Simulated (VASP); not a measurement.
# SrTiO3 (Pm-3m) in VASP: a series of runs, part 2 of 2

VASP 6.6.1. Earlier steps stand in the parts before.

### Step 4. Relaxation of cell and atoms, r2SCAN+U, target pressure -3 GPa, at which the enthalpy is minimised

This run uses another cell than the first one, of 12.38 Å³/atom.

POSCAR

```
SrTiO3
1.0
    3.9553178978      0.0000000000      0.0000000000
    0.0000000000      3.9553178978      0.0000000000
    0.0000000000      0.0000000000      3.9553178978
Sr Ti O
1 1 3
Direct
    0.0000000000      0.0000000000      0.0000000000
    0.5000000000      0.5000000000      0.5000000000
    0.5000000000      0.0000000000      0.5000000000
    0.5000000000      0.5000000000      0.0000000000
    0.0000000000      0.5000000000      0.5000000000
```

INCAR.step1

```
PREC = Accurate
ENCUT = 600
ISMEAR = 0
SIGMA = 0.02
LREAL = False
LASPH = True
NELM = 150
LMAXMIX = 4
LDAU = True
LDAUTYPE = 2
LDAUL = -1 2 -1
LDAUU = 0 4 0
LDAUJ = 0 0 0
GGA = PE
ALGO = Normal
EDIFF = 1E-4
LWAVE = True
LCHARG = False
```

INCAR.step2

```
PREC = Accurate
ENCUT = 600
EDIFF = 1E-6
ISMEAR = 0
SIGMA = 0.02
LREAL = False
LASPH = True
NELM = 150
ALGO = Normal
ISIF = 3
LWAVE = False
LCHARG = False
LMAXMIX = 4
LDAU = True
LDAUTYPE = 2
LDAUL = -1 2 -1
LDAUU = 0 4 0
LDAUJ = 0 0 0
LDAUPRINT = 1
METAGGA = R2SCAN
LMIXTAU = True
IBRION = 2
NSW = 70
EDIFFG = -0.008
PSTRESS = -30.0
ISTART = 1
```

KPOINTS

```
regular mesh
0
Gamma
  6 6 6
```

Potentials or basis: VASP PAW PBE potentials, release 64 (Sr_sv, Ti_sv, O).

The run is started by

```
$ cat potpaw_PBE.64/Sr_sv/POTCAR potpaw_PBE.64/Ti_sv/POTCAR potpaw_PBE.64/O/POTCAR > POTCAR
$ cp INCAR.step1 INCAR
$ mpirun -np 1 vasp_std > vasp.out
$ cp INCAR.step2 INCAR
$ mpirun -np 1 vasp_std > vasp.out
```

OUTCAR:

```text
PREC = Accurate
   ENCUT = 600
   EDIFF = 1E-6
   ISMEAR = 0
   LREAL = False
   LASPH = True
   NELM = 150
   ISIF = 3
   METAGGA = R2SCAN
   IBRION = 2
   NSW = 70
   EDIFFG = -0.008
   PSTRESS = -30.0
   ISTART = 1

 ion  position               nearest neighbor table
   1  0.000  0.000  0.000-   3 2.80   4 2.80   5 2.80   3 2.80   5 2.80   4 2.80   5 2.80   5 2.80
                             3 2.80   4 2.80   3 2.80   4 2.80   2 3.43   2 3.43   2 3.43   2 3.43
   2  0.500  0.500  0.500-   3 1.98   4 1.98   5 1.98   4 1.98   3 1.98   5 1.98   1 3.43   1 3.43
                             1 3.43   1 3.43   1 3.43   1 3.43   1 3.43   1 3.43
   3  0.500  0.000  0.500-   2 1.98   2 1.98   1 2.80   1 2.80   1 2.80   1 2.80
   4  0.500  0.500  0.000-   2 1.98   2 1.98   1 2.80   1 2.80   1 2.80   1 2.80
   5  0.000  0.500  0.500-   2 1.98   2 1.98   1 2.80   1 2.80   1 2.80   1 2.80

  LATTYP: Found a simple cubic cell.
 ALAT       =     3.9553178978

  Lattice vectors:

 A1 = (   3.9553178978,   0.0000000000,   0.0000000000)
 A2 = (   0.0000000000,   3.9553178978,   0.0000000000)
[... 282 lines left out ...]

 occupancies and eigenvectors

  o =  0.0929  v =  1.0000  0.0000  0.0000  0.0000  0.0000  0.0000  0.0000  0.0000  0.0000  0.0000      0.0000  0.0000  0.0000  0.0000  0.0000  0.0000  0.0000  0.0000  0.0000  0.0000
  o =  0.0929  v =  0.0000  0.0000  0.0000  0.0000  0.0000  1.0000  0.0000  0.0000  0.0000  0.0000      0.0000  0.0000  0.0000  0.0000  0.0000  0.0000  0.0000  0.0000  0.0000  0.0000
  o =  0.0929  v =  0.0000  0.5686  0.0000  0.8226  0.0000  0.0000  0.0000  0.0000  0.0000  0.0000      0.0000  0.0000  0.0000  0.0000  0.0000  0.0000  0.0000  0.0000  0.0000  0.0000
  o =  0.0929  v =  0.0000  0.0000  0.0000  0.0000  0.0000  0.0000  0.5686  0.0000  0.8226  0.0000      0.0000  0.0000  0.0000  0.0000  0.0000  0.0000  0.0000  0.0000  0.0000  0.0000
  o =  0.0929  v =  0.0000  0.0000  0.0000  0.0000  0.0000  0.0000 -0.8226  0.0000  0.5686  0.0000      0.0000  0.0000  0.0000  0.0000  0.0000  0.0000  0.0000  0.0000  0.0000  0.0000
  o =  0.0929  v =  0.0000 -0.8226  0.0000  0.5686  0.0000  0.0000  0.0000  0.0000  0.0000  0.0000      0.0000  0.0000  0.0000  0.0000  0.0000  0.0000  0.0000  0.0000  0.0000  0.0000
  o =  0.2415  v =  0.0000  0.0000  0.0000  0.0000  0.0000  0.0000  0.0000 -0.9999  0.0000  0.0131      0.0000  0.0000  0.0000  0.0000  0.0000  0.0000  0.0000  0.0000  0.0000  0.0000
  o =  0.2415  v =  0.0000  0.0000 -0.9999  0.0000  0.0131  0.0000  0.0000  0.0000  0.0000  0.0000      0.0000  0.0000  0.0000  0.0000  0.0000  0.0000  0.0000  0.0000  0.0000  0.0000
  o =  0.2415  v =  0.0000  0.0000  0.0000  0.0000  0.0000  0.0000  0.0000 -0.0131 -0.0000 -0.9999      0.0000  0.0000  0.0000  0.0000  0.0000  0.0000  0.0000  0.0000  0.0000  0.0000
  o =  0.2415  v =  0.0000  0.0000 -0.0131 -0.0000 -0.9999  0.0000  0.0000  0.0000  0.0000  0.0000      0.0000  0.0000  0.0000  0.0000  0.0000  0.0000  0.0000  0.0000  0.0000  0.0000

--------------------------------------- Ionic step        3  -------------------------------------------

 number of electron      39.9999977 magnetization

 Free energy of the ion-electron system (eV)
  ---------------------------------------------------
  ext. energy  EPLUGINS =         0.00000000
  ---------------------------------------------------
  free energy    TOTEN  =       -60.71283518 eV

  energy without entropy =      -60.71283518  energy(sigma->0) =      -60.71283518

 E-fermi :   3.8638     XC(G=0): -11.6979

 val. band max:        3.6375400963   @ k =   0.5000   0.5000   0.5000
 cond. band min:       6.3889019934   @ k =   0.0000   0.0000   0.0000
 fundamental gap:      2.7513618971
 Fermi energy:         3.8638116063

 k-point     1 :       0.0000    0.0000    0.0000
  band No.  band energies     occupation
      1     -56.2603      2.00000
      2     -31.3778      2.00000
      3     -31.3778      2.00000
      4     -31.3778      2.00000
      5     -30.3652      2.00000
      6     -14.6864      2.00000
[... 565 lines left out ...]
  energy  without entropy=      -60.7128351799  energy(sigma->0) =      -60.71283518

  enthalpy is  TOTEN    =       -61.8762928020 eV   P V=       -1.1634576221

 reached required accuracy - stopping structural energy minimisation
```

OUTCAR.step1:

```text
PREC = Accurate
   ENCUT = 600
   ISMEAR = 0
   LREAL = False
   LASPH = True
[... 771 lines left out ...]
      1.97766      1.97766      1.97766         0.000000      0.000000      0.000000
      1.97766      0.00000      1.97766         0.000000      0.000000      0.000000
      1.97766      1.97766      0.00000         0.000000      0.000000      0.000000
      0.00000      1.97766      1.97766         0.000000      0.000000      0.000000
 -----------------------------------------------------------------------------------
    total drift:                                0.000000     -0.000000     -0.000000

  FREE ENERGIE OF THE ION-ELECTRON SYSTEM (eV)
  ---------------------------------------------------
  free  energy   TOTEN  =       -37.4165845250 eV

  energy  without entropy=      -37.4165845250  energy(sigma->0) =      -37.41658453
```

OSZICAR.step1:

```text
N       E                     dE             d eps       ncg     rms          rms(c)
DAV:   1     0.487829246322E+03    0.48783E+03   -0.23601E+04   960   0.204E+03
DAV:   2     0.135698015577E+02   -0.47426E+03   -0.46830E+03  1144   0.524E+02
DAV:   3    -0.462357715237E+02   -0.59806E+02   -0.59134E+02  1416   0.162E+02
DAV:   4    -0.487428476471E+02   -0.25071E+01   -0.25057E+01  1360   0.323E+01
DAV:   5    -0.488266432239E+02   -0.83796E-01   -0.83777E-01  1416   0.451E+00    0.257E+01
DAV:   6    -0.371352793832E+02    0.11691E+02   -0.68453E+01  1488   0.752E+01    0.159E+01
DAV:   7    -0.374259777394E+02   -0.29070E+00   -0.74249E+00  1184   0.168E+01    0.917E+00
DAV:   8    -0.374671198701E+02   -0.41142E-01   -0.16707E+00  1280   0.122E+01    0.237E+00
DAV:   9    -0.374176462337E+02    0.49474E-01   -0.24261E-01  1256   0.518E+00    0.934E-01
DAV:  10    -0.374238020108E+02   -0.61558E-02   -0.15537E-01  1208   0.268E+00    0.679E-01
DAV:  11    -0.374167501532E+02    0.70519E-02   -0.63749E-02  1296   0.176E+00    0.196E-01
DAV:  12    -0.374165164538E+02    0.23370E-03   -0.31610E-03  1176   0.575E-01    0.527E-02
DAV:  13    -0.374165845250E+02   -0.68071E-04   -0.16021E-04   792   0.104E-01
   1 F= -.37416585E+02 E0= -.37416585E+02  d E =-.613972E-75
```

Wall time 7.9 min (1 thread of Oxide Virtual Turin-like, shared host); peak memory 0.19 GiB.

Results:

- Free energy: -60.7128 eV
- Relaxed volume: 12.43 Å³/atom
- Relaxed cell: a = 3.961 Å, b = 3.961 Å, c = 3.961 Å, α = 90.00°, β = 90.00°, γ = 90.00°
- Space group after relaxing (to 0.1 Å): Pm-3m (No. 221)
- Energy change on relaxing (the run minimises the enthalpy): +0.8 meV/atom
- Ionic steps: 3
- Pressure after relaxing: -3.0 GPa
- Band gap on the k mesh: 2.75 eV (least direct gap 3.21 eV)

Step by step:
```
step  energy change (eV)  largest force (eV/Å)  pressure (GPa)  volume (Å³)
   1              0.0000                0.0000           -2.30        61.88
   2              0.0090                0.0000           -3.62        62.37
   3              0.0042                0.0000           -3.00        62.14
```

Final structure:
```yaml
crystal:
  lattice:
    - [3.96077, 0.00000, 0.00000]
    - [0.00000, 3.96077, 0.00000]
    - [0.00000, 0.00000, 3.96077]
  atoms:
    - { symbol: Sr, position: [0.00000, 0.00000, 0.00000] }
    - { symbol: Ti, position: [0.50000, 0.50000, 0.50000] }
    - { symbol: O, position: [0.50000, 0.00000, 0.50000] }
    - { symbol: O, position: [0.50000, 0.50000, 0.00000] }
    - { symbol: O, position: [0.00000, 0.50000, 0.50000] }
```

Eigenvalues of the final occupation matrices:
```tsv
site	spin	trace	eigenvalues
site 2 d	1	0.76	0.09 0.09 0.09 0.24 0.24
site 2 d	2	0.76	0.09 0.09 0.09 0.24 0.24
```

Caveat: the cell is relaxed towards a set pressure, so the run minimises the enthalpy, not the energy; the PAW data sets were made with another functional, which shifts forces and pressure a little.

### Step 5. The runs side by side

```tsv
cell	gap on the mesh (eV)	pressure (GPa)
relaxed from a = 3.913 Å, 5 atoms	2.80	0.0
relaxed to 3 GPa from a = 3.881 Å, 5 atoms	2.84	3.0
relaxed to -3 GPa from a = 3.955 Å, 5 atoms	2.75	-3.0
```

Alike in all rows: task relaxation of cell and atoms; level r2SCAN+U; potentials or basis VASP PAW PBE potentials, release 64 (Sr_sv, Ti_sv, O); no spin polarisation; Ti d U = 4.0 eV; k mesh 6 × 6 × 6; cutoff (eV) 600; smearing gaussian 0.02 eV.

Caveats: the PAW data sets were made with another functional, which shifts forces and pressure a little; the cell is relaxed towards a set pressure, so the run minimises the enthalpy, not the energy (at least some runs).

Absolute energies hang on the potentials; compare differences alone.
